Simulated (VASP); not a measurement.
C: relaxation of the atoms with PBEsol

C, a slab with vacuum:

```
C
1.0
     2.51292    0.00000    0.00000
    -1.25646    2.17625    0.00000
     0.00000    0.00000   23.66833
C
8
Direct
  0.33333 0.66667 0.35913
  0.00000 0.00000 0.38080
  0.00000 0.00000 0.44582
  0.66667 0.33333 0.46749
  0.66667 0.33333 0.53251
  0.33333 0.66667 0.55418
  0.33333 0.66667 0.61920
  0.00000 0.00000 0.64087
```

```json
{
  "Program": "VASP 6.6.1",
  "Task": "relaxation of the atoms",
  "Functional": "PBEsol",
  "Potentials or basis": "VASP PAW PBE potentials, release 64 (C)",
  "Cutoff": "520 eV",
  "k mesh": "12 × 12 × 1",
  "Occupations": "gaussian, width 0.05 eV",
  "Spin": "no spin polarisation",
  "Dipole correction": "yes",
  "Atoms held fixed (from 0)": "[0, 1, 2, 3]",
  "Further INCAR settings": "ALGO = Normal; EDIFF = 1e-06; IBRION = 2; EDIFFG = -0.03; NSW = 90"
}
```

```json
{"Energy gained by relaxing": "110.2 meV/atom", "Ionic steps": "81"}
```

The path:
```
step  energy change (eV)  largest force on free atoms (eV/Å)  pressure (GPa)
   1              0.0000                              4.5966           -1.32
   4             -0.5253                              0.2565           -0.53
   7             -0.5317                              0.3492           -0.81
  10             -0.5444                              0.3395           -1.62
  13             -0.5527                              0.2199           -1.97
  16             -0.5709                              0.5179           -2.06
  19             -0.6016                              1.1796           -1.91
  22             -0.6030                              1.3256           -1.88
  25             -0.6060                              1.5589           -1.86
  28             -0.6146                              1.4473           -1.89
  31             -0.6800                              0.8542           -2.17
  34             -0.7404                              0.5395           -2.79
  37             -0.7666                              0.5967           -3.11
  40             -0.7942                              0.4436           -3.50
  43             -0.8240                              0.4830           -4.05
  46             -0.8514                              0.3524           -4.13
  49             -0.8709                              0.2392           -4.54
  52             -0.8748                              0.0802           -4.44
  55             -0.8756                              0.1235           -4.48
  58             -0.8763                              0.1033           -4.51
  61             -0.8775                              0.0734           -4.43
  64             -0.8782                              0.0788           -4.47
  67             -0.8789                              0.0593           -4.46
  70             -0.8794                              0.0747           -4.46
  73             -0.8804                              0.0633           -4.56
  76             -0.8811                              0.0746           -4.57
  79             -0.8817                              0.0308           -4.64
  81             -0.8818                              0.0284           -4.65
```

Final structure:
```xyz
8
Lattice="2.5129 0.0000 0.0000 -1.2565 2.1763 0.0000 0.0000 0.0000 23.6683" Properties=species:S:1:pos:R:3 pbc="T T T"
C     0.0000    1.4508    8.5000
C     0.0000    0.0000    9.0129
C     0.0000    0.0000   10.5518
C     1.2565    0.7254   11.0647
C     1.2565    0.7254   12.9230
C     0.0000    1.4508   13.1387
C     0.0000    1.4508   16.3945
C     2.5129    0.0000   16.3990
```

Levels at points of the mesh, in eV from the Fermi level:
| k point | band 12 | band 13 | band 14 | band 15 | band 16 | band 17 | band 18 | band 19 | band 20 | band 21 |
| --- | --- | --- | --- | --- | --- | --- | --- | --- | --- | --- |
| (0.00, 0.00, 0.00) | -2.43 | -2.43 | -1.65 | -0.70 | -0.70 | 1.96 | 3.95 | 5.42 | 6.04 | 6.42 |
| (0.50, 0.00, 0.00) | -5.67 | -5.05 | -3.72 | -2.32 | -0.47 | 0.24 | 1.61 | 3.93 | 5.05 | 6.77 |

Wall time 63 min on 1 thread of Intel(R) Xeon(R) Platinum 8259CL CPU @ 2.50GHz (Skylake/Cascade Lake), on a shared host, peak memory 0.27 GiB.

Caveat: the PAW data sets were made with another functional, which shifts forces and pressure a little.
